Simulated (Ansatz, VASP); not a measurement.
**AlO2: VASP beside Ansatz**

```xyz
6
Lattice="1.4882 -5.4028 0.0000 1.4882 5.4028 0.0000 0.0000 0.0000 3.6466" Properties=species:S:1:pos:R:3 pbc="T T T"
Al    1.4882   -1.8168    2.7350
Al    1.4882    1.8168    0.9117
O     1.4882    4.7429    2.7350
O     1.4882   -4.7429    0.9117
O     1.4882    2.2240    2.7350
O     1.4882   -2.2240    0.9117
```

Alike in both runs: functional r2SCAN; k mesh 9 × 9 × 7; occupations fermi-dirac, width 0.05 eV; no spin polarisation.

|  | VASP | Ansatz |
| --- | --- | --- |
| version | VASP 6.6.1 | Ansatz 0.2.0 |
| potentials or method | VASP PAW PBE potentials, release 64 (Al, O) | Ansatz PAW |
| plane-wave cutoff (eV) | 520 | 500 |
| valence electrons in the cell | 30 | 30 |
| task | single point | projected density of states |

```csv
,VASP,Ansatz,Ansatz less VASP
gap on the k mesh at the Fermi level (eV),none,none,-
pressure (GPa),-7.8,-7.4,+0.41
"traceless stress, the component that is largest in VASP (GPa)",0.73,0.79,+0.058
rms of the force components (eV/Å),0.259,0.264,+0.0043
```

VASP's potentials were made for PBE, not for r2SCAN. Atom by atom the forces differ by 0.008 eV/Å (rms over components). A gap of «none» marks a metal or a gap that the smearing closes.
